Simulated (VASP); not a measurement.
Input of a VASP 6.6.1 run:

The input INCAR:

```
SYSTEM = ZnCu
  PREC = Accurate
  ENCUT = 600
  EDIFF = 1E-6
  ISMEAR = 0
  SIGMA = 0.1
  LREAL = .FALSE.
  LASPH = .TRUE.
  NELM = 60
  ALGO = Fast
  ISIF = 3
  LWAVE = .FALSE.
  LCHARG = .FALSE.
  GGA = PE
  IBRION = 2
  NSW = 90
  EDIFFG = -0.04
```

Contents of KPOINTS:

```
Automatic mesh
0
G
  6 6 2
  0 0 0
```

File POSCAR:

```
ZnCu
1.0
    3.0392489460      0.0000000000      0.0000000000
   -1.5196244730      2.6320667957      0.0000000000
    0.0000000000      0.0000000000     13.1404085819
Zn Cu
4 4
Direct
    0.3333333333      0.6666666667      0.1700000000
    0.6666666667      0.3333333333      0.6700000000
    0.3333333333      0.6666666667      0.3300000000
    0.6666666667      0.3333333333      0.8300000000
    0.3333333333      0.6666666667      0.6000000000
    0.6666666667      0.3333333333      0.1000000000
    0.3333333333      0.6666666667      0.9000000000
    0.6666666667      0.3333333333      0.4000000000
```

Potentials or basis: VASP PAW PBE potentials, release 64 (Zn, Cu).

Run with:

```sh
$ cat potpaw_PBE.64/Zn/POTCAR potpaw_PBE.64/Cu/POTCAR > POTCAR
$ mpirun -np 1 vasp_std > vasp.out
```

Task: Predict the band gap on the k mesh.

Result: Zero (bands 46 and 47 overlap by 3.44 eV).

Task: Estimate the relaxed cell.

Result: a = 2.642 Å, b = 2.642 Å, c = 18.172 Å, α = 90.00°, β = 90.00°, γ = 120.00°.

Forces in eV/Å, atoms in the order of the input:
```
Zn   0.000  0.000  0.006
Zn   0.000  0.000  0.006
Zn   0.000  0.000 -0.006
Zn   0.000  0.000 -0.006
Cu   0.000  0.000  0.002
Cu   0.000  0.000  0.002
Cu   0.000  0.000 -0.002
Cu   0.000  0.000 -0.002
```

Caveat: the k points lie up to 0.46 Å⁻¹ apart in the final cell, too coarse for converged energies and pressures of a metal; a cell axis changed by over 15 % at a fixed basis, so the end point is rough.
